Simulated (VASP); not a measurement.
## Zn: single point with PBEsol

Zn:

```
Zn
1.0
     2.66480   -0.01332   -0.01332
    -1.34394    2.31444   -0.00488
    -0.02473   -0.02473    4.94670
Zn
2
Direct
  0.33333 0.66667 0.25000
  0.66667 0.33333 0.75000
```

This cell differs from its parent crystal: equal xy, yz and zx shear strains of -1 %.

```yaml
Program: VASP 6.6.1
Task: single point
Functional: PBEsol
Potentials_or_basis: VASP PAW PBE potentials, release 64 (Zn)
Cutoff: 520 eV
k_mesh: 16 × 16 × 8
Occupations: fermi-dirac, width 0.03 eV
Spin: no spin polarisation
```

| Property | Result |
| --- | --- |
| Pressure | -5.1 GPa |
| Band gap on the k mesh | zero (band 12 reaches 4.21 eV, above the bottom of band 13 at -0.10 eV) |

Forces on the atoms (eV/Å):
```
Zn  -0.002  0.000  0.000
Zn   0.002  0.000  0.000
```

Stress tensor (GPa, compression positive):
```
-5.24  0.83  0.57
 0.83 -5.24  0.58
 0.57  0.58 -4.83
```

Levels at points of the mesh, in eV from the Fermi level:
```tsv
k point	band 10	band 11	band 12	band 13	band 14	band 15
(0.00, 0.00, 0.00)	-7.11	-7.10	-3.70	-3.08	13.56	17.16
(0.50, 0.00, 0.00)	-6.91	-2.85	-2.15	2.59	3.59	4.09
(0.00, 0.50, 0.00)	-6.91	-2.90	-2.22	2.54	3.50	4.02
(0.50, 0.50, 0.00)	-6.91	-2.94	-2.29	2.50	3.41	3.95
(0.00, 0.00, 0.50)	-7.20	-7.19	-7.18	4.53	4.53	18.40
(0.50, 0.00, 0.50)	-6.91	-1.95	-1.80	0.03	0.26	9.85
(0.00, 0.50, 0.50)	-6.92	-1.98	-1.87	-0.02	0.14	9.86
(0.50, 0.50, 0.50)	-6.92	-1.99	-1.95	-0.05	0.01	9.93
```

It took 4 min on 1 thread of AMD EPYC 9R45 96-Core Processor (Zen 5) (shared host), peak memory 0.51 GiB.

Caveat: the cell differs from its parent crystal (equal xy, yz and zx shear strains of -1 %); the PAW data sets were made with another functional, which shifts forces and pressure a little.
